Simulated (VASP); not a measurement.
Write the native input for VASP 6.6.1 that does the following.

| Property | Result |
| --- | --- |
| Task | relaxation of cell and atoms |
| Functional | LDA |
| Potentials or basis | VASP PAW LDA potentials, release 64 (Ge_d) |
| Cutoff | 600 eV |
| k mesh | 17 × 17 × 17 |
| Occupations | fermi-dirac, width 0.05 eV |
| Spin | no spin polarisation |
| Target pressure | 25 GPa |
| Dipole correction | no |
| Further INCAR settings | ALGO = Normal; EDIFF = 1e-06; IBRION = 2; EDIFFG = -0.005; NSW = 60; ISIF = 3 |

The structure of Ge lies in POSCAR:

```
Ge
1.0
   -1.5403656259      1.5403656259      1.5403656259
    1.5403656259     -1.5403656259      1.5403656259
    1.5403656259      1.5403656259     -1.5403656259
Ge
1
Direct
    0.0000000000      0.0000000000      0.0000000000
```

These files were run (other wordings do the same):

INCAR

```
SYSTEM = Ge
PREC = Accurate
ENCUT = 600
EDIFF = 1E-6
ISMEAR = -1
SIGMA = 0.05
LREAL = .False.
LASPH = .True.
NELM = 60
ALGO = Normal
ISIF = 3
LWAVE = .False.
LCHARG = .False.
IBRION = 2
NSW = 60
EDIFFG = -0.005
PSTRESS = 250.0
```

KPOINTS

```
regular mesh
0
Gamma
  17 17 17
  0 0 0
```

Potentials or basis: VASP PAW LDA potentials, release 64 (Ge_d).

Launch:

```console
$ cat potpaw_LDA.64/Ge_d/POTCAR > POTCAR
$ mpirun -np 1 vasp_std > vasp.out
```

Results of the run:

```
Relaxed volume                                         : 14.64 Å³/atom
Relaxed cell                                           : a = 2.669 Å, b = 2.669 Å, c = 2.669 Å, α = 109.47°, β = 109.47°, γ = 109.47°
Space group after relaxing (to 0.05 Å)                 : Im-3m (No. 229)
Energy change on relaxing (the enthalpy is what falls) : -3.7 meV/atom
Ionic steps                                            : 3
Pressure after relaxing                                : 24.9 GPa
Band gap on the k mesh                                 : zero (band 7 reaches 21.54 eV, above the bottom of band 8 at 5.54 eV)
```

Caveat: the cell is relaxed towards a set pressure, so the enthalpy falls and the energy may rise.

Wall time 19 s on 1 thread of Intel(R) Xeon(R) Platinum 8375C CPU @ 2.90GHz (Ice Lake), with other jobs on the host, peak memory 0.15 GiB.
